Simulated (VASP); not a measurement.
**Ir: single point with r2SCAN**

Ir:

```xyz
1
Lattice="0.0000 1.9222 1.9222 1.9222 0.0000 1.9222 1.9222 1.9222 0.0000" Properties=species:S:1:pos:R:3 pbc="T T T"
Ir    0.0000    0.0000    0.0000
```

- Program: VASP 6.6.1
- Task: single point
- Functional: r2SCAN
- Potentials or basis: VASP PAW PBE potentials, release 64 (Ir)
- Cutoff: 520 eV
- k mesh: 18 × 18 × 18
- Occupations: gaussian, width 0.05 eV
- Spin: no spin polarisation

```yaml
Pressure: 2.4 GPa
Band_gap_on_the_k_mesh: zero (an odd number of electrons rules out a gap without spin polarisation)
```

Levels at points of the mesh, in eV from the Fermi level:
```tsv
k point	band 1	band 2	band 3	band 4	band 5	band 6	band 7	band 8
(0.00, 0.00, 0.00)	-11.53	-4.03	-4.03	-4.03	-1.33	-1.33	15.06	20.90
(0.50, 0.00, 0.00)	-8.42	-4.18	-4.18	-0.74	0.88	0.88	7.57	14.69
(0.50, 0.50, 0.00)	-8.21	-7.63	0.78	1.51	1.51	1.73	10.97	12.26
```

Run time: 3.4 min on 1 thread of AMD EPYC 7R13, on a shared host, peak memory 0.12 GiB.

Caveat: the PAW data sets were made with another functional, which shifts forces and pressure a little; spin-orbit coupling is left out, which moves the levels of the heavy elements.
